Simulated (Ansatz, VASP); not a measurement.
**One calculation of Rh, two programs**

File INCAR:

```
  PREC = Accurate
  ENCUT = 520
  EDIFF = 1E-6
  ISMEAR = 0
  SIGMA = 0.15
  LREAL = F
  LASPH = T
  NELM = 80
  ALGO = Fast
  ISIF = 2
  LWAVE = F
  LCHARG = T
  GGA = PS
  LELF = T
  LVHAR = T
  NBANDS = 22
```

KPOINTS

```
Automatic mesh
0
Gamma
  24 24 14
```

POSCAR

```
Rh
1.0
    2.7962855282      0.0000000000      0.0000000000
   -1.3981427641      2.4216543036      0.0000000000
    0.0000000000      0.0000000000      4.1558594340
Rh
2
Direct
    0.6666666667      0.3333333333      0.7500000000
    0.3333333333      0.6666666667      0.2500000000
```

Input for Ansatz:

```yaml
crystal:
  lattice:
    - [2.7962855282, 0.0, 0.0]
    - [-1.3981427641, 2.4216543036, 0.0]
    - [0.0, 0.0, 4.155859434]
  atoms:
    - { symbol: Rh, position: [0.6666666667, 0.3333333333, 0.75] }
    - { symbol: Rh, position: [0.3333333333, 0.6666666667, 0.25] }
basis:
  ecutwfc: 420
kpoints:
  mp_grid: { grid: [24, 24, 14] }
hamiltonian:
  xc: pbesol
scf:
  occupations: { method: gaussian, width: 0.15 }
output:
  forces: true
  stress: true
  eigenvalues: true
```

Change from the starting cell: strain +0.040 along x and y, -0.040 along z, atoms carried along.

Alike in both runs: task single point; functional PBEsol; k mesh 24 × 24 × 14; occupations gaussian, width 0.15 eV; no spin polarisation.

|  | VASP | Ansatz |
| --- | --- | --- |
| version | VASP 6.6.1 | Ansatz 0.2.0 |
| potentials or method | VASP PAW PBE potentials, release 64 (Rh_pv), cutoff 520 eV | scalar-relativistic, plane waves, PAW |
| valence electrons in the cell | 30 | 34 |

```csv
,VASP,Ansatz,Ansatz less VASP
gap on the k mesh at the Fermi level (eV),none,none,-
pressure (GPa),-7.7,-7.6,+0.11
"traceless stress, the component that is largest in VASP (GPa)",12.37,12.37,-0.001
```

VASP's potentials were made for PBE, not for PBEsol. A gap of «none» marks a metal or a gap that the smearing closes. With one functional, cell and mesh, what is left measures potentials, basis and numerics. VASP's potentials hold 30 valence electrons a cell and Ansatz's 34, so a difference there can come from the potentials and not from the codes.
